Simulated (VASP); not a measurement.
Write the native input for VASP 6.6.1 that does the following.

| Property | Result |
| --- | --- |
| Task | single point |
| Functional | PBE |
| Dispersion | D3(BJ) |
| Potentials or basis | VASP PAW PBE potentials, release 64 (Si) |
| Cutoff | 400 eV |
| k mesh | 9 × 9 × 1 |
| Occupations | gaussian, width 0.1 eV |
| Spin | no spin polarisation |
| Dipole correction | yes |
| Further INCAR settings | ALGO = Normal; EDIFF = 1e-06; NBANDS = 11; NELMDL = -8 |

The structure of Si lies in POSCAR:

```
Si
1.0
    3.8475254730      0.0000000000      0.0000000000
   -1.9237627365      3.3320548013      0.0000000000
    0.0000000000      0.0000000000     17.4707979128
Si
2
Direct
    0.3333333333      0.6666666667      0.2559011864
    0.6666666667      0.3333333333      0.2289534811
```

One way to write it, as run:

INCAR

```
SYSTEM = Si
ALGO = Normal ; DIPOL = 0.5 0.5 0.242
EDIFF = 1E-6 ; ENCUT = 400
GGA = PE ; GGA_COMPAT = .False.
IDIPOL = 3 ; ISIF = 2
ISMEAR = 0 ; IVDW = 12
LASPH = .True. ; LCHARG = .False.
LDIPOL = .True. ; LREAL = .False.
LWAVE = .False. ; NBANDS = 11
NELM = 120 ; NELMDL = -8
PREC = Accurate ; SIGMA = 0.1
```

KPOINTS

```
k-points
0
Gamma
  9 9 1
  0 0 0
```

Potentials or basis: VASP PAW PBE potentials, release 64 (Si).

Run with:

```bash
$ cat potpaw_PBE.64/Si/POTCAR > POTCAR
$ mpirun -np 1 vasp_std > vasp.out
```

It gave:

```
Band gap on the k mesh     : zero (filled and empty bands touch)
Dispersion energy per atom : -0.191 eV
```

It took 88 s on 1 thread of Intel Xeon 8259CL, with other jobs on the host, peak memory 0.28 GiB.
